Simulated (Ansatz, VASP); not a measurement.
# HfO2: VASP beside Ansatz

The input INCAR:

```
SYSTEM = HfO2
  ALGO = Normal
  EDIFF = 1E-7
  ENCUT = 520
  GGA = RP
  ISIF = 2
  ISMEAR = -1
  IVDW = 12
  LASPH = .True.
  LCHARG = .False.
  LREAL = .False.
  LWAVE = .False.
  NBANDS = 56
  NELM = 80
  PREC = Accurate
  SIGMA = 0.05
```

Contents of KPOINTS:

```
k-points
0
Gamma
  5 6 5
  0 0 0
```

File POSCAR:

```
HfO2
1.0
    5.1489214240      0.0000000000      0.0000000000
    0.0000000000      4.9371234566      0.0000000000
    0.0000000000      0.0000000000      4.9646674546
Hf O
4 8
Direct
    0.9669940000      0.7325208200      0.7414403500
    0.5330060000      0.7325208200      0.2414403500
    0.4669940000      0.2674791800      0.7414403500
    0.0330060000      0.2674791800      0.2414403500
    0.6321274500      0.9286454000      0.8792672600
    0.8678725500      0.9286454000      0.3792672600
    0.2339485200      0.5398830500      0.4922923900
    0.2660514800      0.5398830500      0.9922923900
    0.7660514800      0.4601169500      0.9922923900
    0.7339485200      0.4601169500      0.4922923900
    0.1321274500      0.0713546000      0.8792672600
    0.3678725500      0.0713546000      0.3792672600
```

File input.yaml:

```yaml
crystal:
  lattice:
    - [5.148921424, 0.0, 0.0]
    - [0.0, 4.9371234566, 0.0]
    - [0.0, 0.0, 4.9646674546]
  atoms:
    - { symbol: Hf, position: [0.966994, 0.73252082, 0.74144035] }
    - { symbol: Hf, position: [0.533006, 0.73252082, 0.24144035] }
    - { symbol: Hf, position: [0.466994, 0.26747918, 0.74144035] }
    - { symbol: Hf, position: [0.033006, 0.26747918, 0.24144035] }
    - { symbol: O, position: [0.63212745, 0.9286454, 0.87926726] }
    - { symbol: O, position: [0.86787255, 0.9286454, 0.37926726] }
    - { symbol: O, position: [0.23394852, 0.53988305, 0.49229239] }
    - { symbol: O, position: [0.26605148, 0.53988305, 0.99229239] }
    - { symbol: O, position: [0.76605148, 0.46011695, 0.99229239] }
    - { symbol: O, position: [0.73394852, 0.46011695, 0.49229239] }
    - { symbol: O, position: [0.13212745, 0.0713546, 0.87926726] }
    - { symbol: O, position: [0.36787255, 0.0713546, 0.37926726] }
hamiltonian:
  xc: rpbe
  pseudopotentials: { kind: paw }
  dispersion: d3bj
kpoints:
  mp_grid: { grid: [5, 6, 5] }
scf:
  occupations: { method: fermi_dirac, width: 0.05 }
output:
  forces: true
  stress: true
  eigenvalues: true
```

Alike in both runs: task single point; functional RPBE; dispersion D3(BJ); k mesh 5 × 6 × 5; occupations fermi-dirac, width 0.05 eV; no spin polarisation.

|  | VASP | Ansatz |
| --- | --- | --- |
| version | VASP 6.6.1 | Ansatz 0.2.0 |
| potentials or method | VASP PAW PBE potentials, release 64 (Hf_pv, O) | Ansatz PAW |
| plane-wave cutoff (eV) | 520 | 420 |
| valence electrons in the cell | 88 | 152 |

```tsv
	VASP	Ansatz	Ansatz less VASP
gap on the k mesh at the Fermi level (eV)	4.66	4.71	+0.045
least direct gap on the mesh (eV)	4.85	4.89	+0.035
pressure (GPa)	-0.4	3.4	+3.85
traceless stress, the component that is largest in VASP (GPa)	0.85	0.81	-0.035
rms of the force components (eV/Å)	0.148	0.174	+0.0264
```

VASP's potentials were made for PBE, not for RPBE. Atom by atom the forces differ by 0.033 eV/Å (rms over components). VASP's potentials hold 88 valence electrons a cell and Ansatz's 152, so a difference there can come from the potentials and not from the codes.

Neither program's run includes spin-orbit coupling. Noted on Ansatz's run: odd divisions of the mesh miss points on the zone boundary, where band edges often lie, so the gap on the mesh can be too wide.
